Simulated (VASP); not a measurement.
Wanted: the native input for a VASP 6.6.1 run.

```yaml
Task: single point
Functional: PBE
Potentials_or_basis: VASP PAW PBE potentials, release 64 (Na_pv, H)
Cutoff: 520 eV
k_mesh: 12 × 12 × 12
Occupations: gaussian, width 0.1 eV
Spin: no spin polarisation
Dipole_correction: no
Further_INCAR_settings: ALGO = Normal; EDIFF = 1e-06; NBANDS = 28
```

The structure of Na2H3 lies in POSCAR:

```
Na2H3
1.0
    3.0548085610      1.7636945450      4.3016372480
   -3.0548085610      1.7636945450      4.3016372480
    0.0000000000     -3.5273890901      4.3016372479
Na H
4 6
Direct
    0.8696142910      0.8696142910      0.8696142910
    0.6303857090      0.6303857090      0.6303857090
    0.1303857090      0.1303857090      0.1303857090
    0.3696142910      0.3696142910      0.3696142910
    0.0450479642      0.4549520358      0.7500000000
    0.7500000000      0.0450479642      0.4549520358
    0.4549520358      0.7500000000      0.0450479642
    0.9549520358      0.5450479642      0.2500000000
    0.2500000000      0.9549520358      0.5450479642
    0.5450479642      0.2500000000      0.9549520358
```

These files were run (other wordings do the same):

INCAR

```
PREC = Accurate
ENCUT = 520
EDIFF = 1E-6
ISMEAR = 0
SIGMA = 0.1
LREAL = F
LASPH = T
NELM = 80
ALGO = Normal
ISIF = 2
LWAVE = F
LCHARG = T
GGA = PE
LELF = T
LVHAR = T
NBANDS = 28
```

KPOINTS

```
Automatic mesh
0
Gamma
  12 12 12
```

Potentials or basis: VASP PAW PBE potentials, release 64 (Na_pv, H).

Launch:

```bash
$ cat potpaw_PBE.64/Na_pv/POTCAR potpaw_PBE.64/H/POTCAR > POTCAR
$ mpirun -np 1 vasp_std > vasp.out
```

It gave:

```
Pressure               : 0.0 GPa
Band gap on the k mesh : zero (bands 17 and 18 overlap by 0.80 eV)
```

It took 9.7 min on 1 thread of Intel(R) Xeon(R) Platinum 8488C (Sapphire Rapids), on a shared host, peak memory 0.62 GiB.
